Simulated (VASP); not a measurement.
Runs of VASP 6.6.1 on Nb. The structure is that of space group I4/mmm (No. 139), or close to it. The cells are those of the table. 

```csv
cell,gap on the mesh (eV),pressure (GPa)
"a = 2.991, b = 3.144, c = 3.144 Å, angles 56.8, 61.6, 61.6°, 1 atom",none,-19.8
"a = 2.991, b = 3.125, c = 3.125 Å, angles 57.2, 61.4, 61.4°, 1 atom",none,-18.5
"a = 2.991, b = 2.917, c = 2.917 Å, angles 61.7, 59.2, 59.2°, 1 atom",none,0.7
"a = 2.991, b = 2.881, c = 2.881 Å, angles 62.5, 58.7, 58.7°, 1 atom",none,(a)
"a = 2.991, b = 2.845, c = 2.845 Å, angles 63.4, 58.3, 58.3°, 1 atom",none,(b)
```

Alike in all rows: task single point; level PBEsol; potentials or basis VASP PAW PBE potentials, release 64 (Nb_sv); no spin polarisation; k mesh 20 × 20 × 20; cutoff (eV) 500; smearing gaussian 0.15 eV.

Question: Estimate the missing entries.

Answer: (a) 5.0; (b) 9.8.

Caveats: the PAW data sets were made with another functional, which shifts forces and pressure a little; the cell stands under tension (at least some runs); the cell stands under pressure (at least some runs).

A k mesh can miss the band edges, and the runs leave out spin-orbit coupling on Nb.

A gap of «none» marks levels without a gap at the run's occupations.
